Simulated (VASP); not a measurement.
# GaSb3 in VASP: a series of runs

The runs below take GaSb3 through single point, with PBE.

Everything below comes from runs of VASP 6.6.1. Logs are shortened: lines on timing, memory, paths and dates and some standing lists are left out, and cuts for length are marked.

### Step 1. The cell of the first run

The structure is cubic, space group Fm-3m (No. 225). Conventional cell: a = 7.511 Å, b = 7.511 Å, c = 7.511 Å, α = 90.00°, β = 90.00°, γ = 90.00°. Within 4.3 Å of Sb (site symmetry m-3m) lie 8 Sb at 3.25 Å and 6 Ga at 3.76 Å. Sb (site symmetry -43m) has 4 Ga at 3.25 Å and 10 Sb at 3.25 to 3.76 Å within 4.3 Å. Ga (site symmetry m-3m) has 14 Sb at 3.25 to 3.76 Å within 4.3 Å.

### Step 2. Single point, PBE

Input file INCAR:

```
SYSTEM = GaSb3
ALGO = Normal
EDIFF = 1E-6
ENCUT = 520
GGA = PE
ISIF = 2
ISMEAR = -1
LASPH = .True.
LCHARG = .True.
LELF = .True.
LREAL = .False.
LVHAR = .True.
LWAVE = .False.
NBANDS = 22
NELM = 60
PREC = Accurate
SIGMA = 0.05
```

Input file KPOINTS:

```
k-points
0
Gamma
  6 6 6
  0 0 0
```

Input file POSCAR:

```
GaSb3
1.0
    0.0000000000      3.7553016472      3.7553016472
    3.7553016472      0.0000000000      3.7553016472
    3.7553016472      3.7553016472      0.0000000000
Sb Ga
3 1
Direct
    0.5000000000      0.5000000000      0.5000000000
    0.7500000000      0.7500000000      0.7500000000
    0.2500000000      0.2500000000      0.2500000000
    0.0000000000      0.0000000000      0.0000000000
```

Potentials or basis: VASP PAW PBE potentials, release 64 (Sb, Ga_d).

Run with:

```
$ cat potpaw_PBE.64/Sb/POTCAR potpaw_PBE.64/Ga_d/POTCAR > POTCAR
$ mpirun -np 1 vasp_std > vasp.out
```

OUTCAR:

```text
SYSTEM = GaSb3
   EDIFF = 1E-6
   ENCUT = 520
   GGA = PE
   ISIF = 2
   ISMEAR = -1
   LASPH = .True.
   LREAL = .False.
   NELM = 60
   PREC = Accurate

 ion  position               nearest neighbor table
   1  0.500  0.500  0.500-   2 3.25   3 3.25   3 3.25   3 3.25   3 3.25   2 3.25   2 3.25   2 3.25

   2  0.750  0.750  0.750-   1 3.25   4 3.25   1 3.25   1 3.25   1 3.25   4 3.25   4 3.25   4 3.25
                             3 3.76   3 3.76   3 3.76   3 3.76   3 3.76   3 3.76
   3  0.250  0.250  0.250-   1 3.25   4 3.25   4 3.25   4 3.25   4 3.25   1 3.25   1 3.25   1 3.25
                             2 3.76   2 3.76   2 3.76   2 3.76   2 3.76   2 3.76
   4  0.000  0.000  0.000-   2 3.25   3 3.25   2 3.25   2 3.25   2 3.25   3 3.25   3 3.25   3 3.25

  LATTYP: Found a face centered cubic cell.
 ALAT       =     7.5106032944

  Lattice vectors:

 A1 = (   0.0000000000,   3.7553016472,   3.7553016472)
 A2 = (   3.7553016472,   0.0000000000,   3.7553016472)
 A3 = (   3.7553016472,   3.7553016472,   0.0000000000)

Analysis of symmetry for initial positions (statically):
=====================================================================
 Subroutine PRICEL returns:
 Original cell was already a primitive cell.

 Routine SETGRP: Setting up the symmetry group for a
 face centered cubic supercell.

 Subroutine GETGRP returns: Found 48 space group operations
 (whereof 48 operations were pure point group operations)
 out of a pool of 48 trial point group operations.

The static configuration has the point symmetry O_h .

Analysis of symmetry for dynamics (positions and initial velocities):
=====================================================================
 Subroutine PRICEL returns:
 Original cell was already a primitive cell.

 Routine SETGRP: Setting up the symmetry group for a
 face centered cubic supercell.

 Subroutine GETGRP returns: Found 48 space group operations
 (whereof 48 operations were pure point group operations)
 out of a pool of 48 trial point group operations.

The dynamic configuration has the point symmetry O_h .

 Subroutine INISYM returns: Found 48 space group operations
 (whereof 48 operations are pure point group operations),
 and found     1 'primitive' translations

----------------------------------------------------------------------------------------

                                     Primitive cell

  volume of cell :     105.9167

  direct lattice vectors                    reciprocal lattice vectors
     0.000000000  3.755301647  3.755301647    -0.133145096  0.133145096  0.133145096
     3.755301647  0.000000000  3.755301647     0.133145096 -0.133145096  0.133145096
     3.755301647  3.755301647  0.000000000     0.133145096  0.133145096 -0.133145096

  length of vectors
     5.310798520  5.310798520  5.310798520     0.230614072  0.230614072  0.230614072

  position of ions in fractional coordinates (direct lattice)
     0.500000000  0.500000000  0.500000000
     0.750000000  0.750000000  0.750000000
     0.250000000  0.250000000  0.250000000
     0.000000000  0.000000000  0.000000000

  ion indices of the primitive-cell ions
   primitive index   ion index
                 1           1
                 2           2
                 3           3
                 4           4

----------------------------------------------------------------------------------------

 KPOINTS: k-points

Automatic generation of k-mesh.
 Grid dimensions read from file:
 generate k-points for:    6    6    6

 Generating k-lattice:

  Cartesian coordinates                     Fractional coordinates (reciprocal lattice)
    -0.022190849  0.022190849  0.022190849     0.166666667  0.000000000  0.000000000
     0.022190849 -0.022190849  0.022190849     0.000000000  0.166666667  0.000000000
     0.022190849  0.022190849 -0.022190849     0.000000000  0.000000000  0.166666667

  Length of vectors
     0.038435679  0.038435679  0.038435679

  Shift w.r.t. Gamma in fractional coordinates (k-lattice)
     0.000000000  0.000000000  0.000000000

 Subroutine IBZKPT returns following result:
 ===========================================

 Found     16 irreducible k-points:

 Following reciprocal coordinates:
            Coordinates               Weight
  0.000000  0.000000  0.000000      1.000000
  0.166667  0.000000  0.000000      8.000000
  0.333333  0.000000  0.000000      8.000000
  0.500000  0.000000  0.000000      4.000000
  0.166667  0.166667  0.000000      6.000000
  0.333333  0.166667  0.000000     24.000000
[... 8 lines left out ...]
 -0.333333  0.333333  0.166667     24.000000
 -0.333333  0.500000  0.166667     12.000000
   k-points           NKPTS =     16   k-points in BZ     NKDIM =     16   number of bands    NBANDS=     22
   number of dos      NEDOS =    301   number of ions     NIONS =      4
   total plane-waves  NPLWV =  64000
   dimension x,y,z NGX =    40 NGY =   40 NGZ =   40
   dimension x,y,z NGXF=    80 NGYF=   80 NGZF=   80
   ions per type =               3   1
   NGX,Y,Z   is equivalent  to a cutoff of  12.52, 12.52, 12.52 a.u.
   NGXF,Y,Z  is equivalent  to a cutoff of  25.04, 25.04, 25.04 a.u.
 SYSTEM =  GaSb3
   PREC   = accura    normal or accurate (medium, high low for compatibility)
   ISTART =      0    job   : 0-new  1-cont  2-samecut
   ICHARG =      2    charge: 1-file 2-atom 10-const
   ISPIN  =      1    spin polarized calculation?
   LNONCOLLINEAR =      F non collinear calculations
   LSORBIT =      F    spin-orbit coupling
   LASPH  =      T    aspherical Exc in radial PAW
   ENCUT  =  520.0 eV  38.22 Ry    6.18 a.u.   9.87  9.87  9.87*2*pi/ulx,y,z
   NELM   =     60;   NELMIN=  2; NELMDL= -5     # of ELM steps
   EDIFF  = 0.1E-05   stopping-criterion for ELM
   LREAL  =      F    real-space projection
   EDIFFG = 0.1E-04   stopping-criterion for IOM
   NSW    =      0    number of steps for IOM
   IBRION =     -1    ionic relax: 0-MD 1-quasi-New 2-CG
   NFREE  =      0    steps in history (QN), initial steepest desc. (CG)
   ISIF   =      2    stress and relaxation
   ISYM   =      2    0-nonsym 1-usesym 2-fastsym
   POTIM  = 0.5000    time-step for ionic-motion
   TEBEG  =    0.0;   TEEND  =   0.0 temperature during run
   PSTRESS=    0.0 pullay stress
   NELECT =      28.0000    total number of electrons
   NUPDOWN=      -1.0000    fix difference up-down
   EMIN   =  10.00;   EMAX   =-10.00  energy-range for DOS
   EFERMI =   0.00;   METHOD = LEGACY
   ISMEAR =    -1;   SIGMA  =   0.05  broadening in eV -4-tet -1-fermi 0-gaus
   EFERMI_NEDOS =   21; number of points for ismear=-14 and -15
   IALGO  =     38    algorithm
   IMIX   =      4    mixing-type and parameters
     AMIX     =   0.40;   BMIX     =  1.00
     AMIX_MAG =   1.60;   BMIX_MAG =  1.00
  volume/ion in A,a.u.               =      26.48       178.69
  Fermi-wavevector in a.u.,A,eV,Ry     =   1.050685  1.985507 15.020012  1.103940
  Thomas-Fermi vector in A             =   2.185698
   LORBIT       =      0    0 simple, 1 ext, 2 COOP (PROOUT), +10 PAW based schemes
   GGA     = PE    functional components
   LHFCALC =     F    Hartree Fock is set to
   AEXX    =    0.0000 exact exchange contribution
   IVDW    =     0    specifies the selected vdW correction
   LEPSILON=     F    determine dielectric tensor
   LRPA    =     F    only Hartree local field effects (RPA)
 non-spin polarized calculation
  energy-cutoff  :      520.00
  volume of cell :      105.92
 maximum number of plane-waves:      2884
   NGX = 19   NGY = 19   NGZ = 19

 number of electron      28.0000004 magnetization

 Free energy of the ion-electron system (eV)
  ---------------------------------------------------
  ext. energy  EPLUGINS =         0.00000000
  ---------------------------------------------------
  free energy    TOTEN  =       -14.44074131 eV

  energy without entropy =      -14.40616944  energy(sigma->0) =      -14.42345537

 E-fermi :   7.3565     XC(G=0): -10.1003

 val. band max:        7.3181622623   @ k =   0.5000   0.3333   0.0000
 cond. band min:       7.4189993272   @ k =   0.3333   0.1667   0.0000
 fundamental gap:      0.1008370649
 Fermi energy:         7.3564867962

 k-point     1 :       0.0000    0.0000    0.0000
  band No.  band energies     occupation
      1      -7.6418      2.00000
      2      -7.6418      2.00000
      3      -7.6418      2.00000
      4      -7.6305      2.00000
      5      -7.6305      2.00000
      6      -5.0584      2.00000
[... 14 lines left out ...]
     21      13.7948      0.00000
     22      13.7948      0.00000

 k-point     2 :       0.1667    0.0000    0.0000
  band No.  band energies     occupation
      1      -7.6428      2.00000
      2      -7.6413      2.00000
      3      -7.6413      2.00000
      4      -7.6306      2.00000
      5      -7.6306      2.00000
      6      -4.8501      2.00000
[... 14 lines left out ...]
     21      12.2067      0.00000
     22      13.3197      0.00000

 k-point     3 :       0.3333    0.0000    0.0000
  band No.  band energies     occupation
      1      -7.6451      2.00000
      2      -7.6404      2.00000
      3      -7.6404      2.00000
      4      -7.6308      2.00000
      5      -7.6308      2.00000
      6      -4.2451      2.00000
[... 14 lines left out ...]
     21      11.7502      0.00000
     22      13.5160      0.00000
[... 276 lines left out ...]
 k-point    15 :      -0.3333    0.3333    0.1667
  band No.  band energies     occupation
      1      -7.6443      2.00000
      2      -7.6428      2.00000
      3      -7.6385      2.00000
      4      -7.6326      2.00000
      5      -7.6306      2.00000
      6      -3.0277      2.00000
[... 14 lines left out ...]
     21      12.0484      0.00000
     22      15.0020      0.00000

 k-point    16 :      -0.3333    0.5000    0.1667
  band No.  band energies     occupation
      1      -7.6465      2.00000
      2      -7.6409      2.00000
      3      -7.6379      2.00000
      4      -7.6336      2.00000
      5      -7.6302      2.00000
      6      -2.5360      2.00000
[... 14 lines left out ...]
     21      11.4795      0.00000
     22      14.3003      0.00000

------------------------ aborting loop because EDIFF is reached ----------------------------------------

  FORCE on cell =-STRESS in cart. coord.  units (eV):
  Direction    XX          YY          ZZ          XY          YZ          ZX
  --------------------------------------------------------------------------------------
  -------------------------------------------------------------------------------------
  Total       -1.0066901     -1.0066901     -1.0066901      0.0000000      0.0000000      0.0000000
  in kB      -15.2279667    -15.2279667    -15.2279667      0.0000000      0.0000000      0.0000000
  external PRESSURE =     -15.2279667 kB  Pullay stress =       0.0000000 kB

 VOLUME and BASIS-vectors are now :
 -----------------------------------------------------------------------------
  energy-cutoff  :      520.00
  volume of cell :      105.92
      direct lattice vectors                 reciprocal lattice vectors
     0.000000000  3.755301647  3.755301647    -0.133145096  0.133145096  0.133145096
     3.755301647  0.000000000  3.755301647     0.133145096 -0.133145096  0.133145096
     3.755301647  3.755301647  0.000000000     0.133145096  0.133145096 -0.133145096

 POSITION                                       TOTAL-FORCE (eV/Angst)
 -----------------------------------------------------------------------------------
      3.75530      3.75530      3.75530         0.000000     -0.000000      0.000000
      5.63295      5.63295      5.63295        -0.000000      0.000000      0.000000
      1.87765      1.87765      1.87765        -0.000000     -0.000000     -0.000000
      0.00000      0.00000      0.00000         0.000000     -0.000000      0.000000
 -----------------------------------------------------------------------------------
    total drift:                               -0.000000      0.000000      0.000000

  FREE ENERGIE OF THE ION-ELECTRON SYSTEM (eV)
  ---------------------------------------------------
  free  energy   TOTEN  =       -14.4407413085 eV

  energy  without entropy=      -14.4061694396  energy(sigma->0) =      -14.42345537
```

It took 16 s on 1 thread of Intel Xeon 6975P-C (Granite Rapids), shared host; peak memory 0.25 GiB.

Results:

| Item | Value |
| --- | --- |
| Free energy | -14.4407 eV |
| Pressure | -1.5 GPa |
| Band gap on the k mesh | zero (band 14 reaches 8.47 eV, above the bottom of band 15 at 4.90 eV) |

Caveat: spin-orbit coupling is left out, which moves the levels of the heavy elements.

(Continued in part 2 of 2.)
